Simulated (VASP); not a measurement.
Mg3B: single point with PBE

The system is Mg3B.

```
Mg B
1.0
     3.01271    0.00000    0.00000
     0.00000    3.01271    0.00000
     0.00000    0.00000    9.26922
Mg B
3 1
Direct
  0.50000 0.50000 0.74533
  0.50000 0.50000 0.25467
  0.00000 0.00000 0.00000
  0.50000 0.50000 0.50000
```

| Item | Value |
| --- | --- |
| Program | VASP 6.6.1 |
| Task | single point |
| Functional | PBE |
| Potentials or basis | VASP PAW PBE potentials, release 64 (Mg, B) |
| Cutoff | 520 eV |
| k mesh | 16 × 16 × 6 |
| Occupations | gaussian, width 0.1 eV |
| Spin | no spin polarisation |
| Dipole correction | no |
| Further INCAR settings | ALGO = Fast; EDIFF = 1e-07; NBANDS = 12 |

```
Pressure      : -0.1 GPa
Largest force : 0.011 eV/Å
```

Forces on the atoms (eV/Å):
```
Mg   0.000  0.000  0.011
Mg   0.000  0.000 -0.011
Mg   0.000  0.000  0.000
B    0.000  0.000  0.000
```

Levels at points of the mesh, in eV from the Fermi level:
| k point | band 1 | band 2 | band 3 | band 4 | band 5 | band 6 | band 7 | band 8 |
| --- | --- | --- | --- | --- | --- | --- | --- | --- |
| (0.00, 0.00, 0.00) | -7.62 | -6.12 | -5.19 | -1.44 | -0.33 | 4.14 | 4.14 | 5.10 |
| (0.50, 0.00, 0.00) | -5.21 | -2.80 | -2.43 | -1.71 | -1.41 | -1.06 | 1.19 | 3.60 |
| (0.50, 0.50, 0.00) | -3.17 | -0.34 | -0.34 | 0.65 | 1.11 | 1.11 | 1.83 | 2.14 |
| (0.00, 0.00, 0.50) | -7.49 | -6.66 | -3.95 | -3.27 | 1.74 | 3.20 | 4.14 | 4.14 |
| (0.50, 0.00, 0.50) | -5.20 | -2.78 | -2.48 | -2.33 | -0.73 | 0.04 | 0.05 | 1.93 |
| (0.50, 0.50, 0.50) | -3.17 | -0.28 | -0.28 | 0.56 | 0.81 | 0.81 | 2.01 | 2.23 |

Wall time 77 s on 1 thread of Intel(R) Xeon(R) Platinum 8559C (Emerald Rapids), on a shared host, peak memory 0.32 GiB.
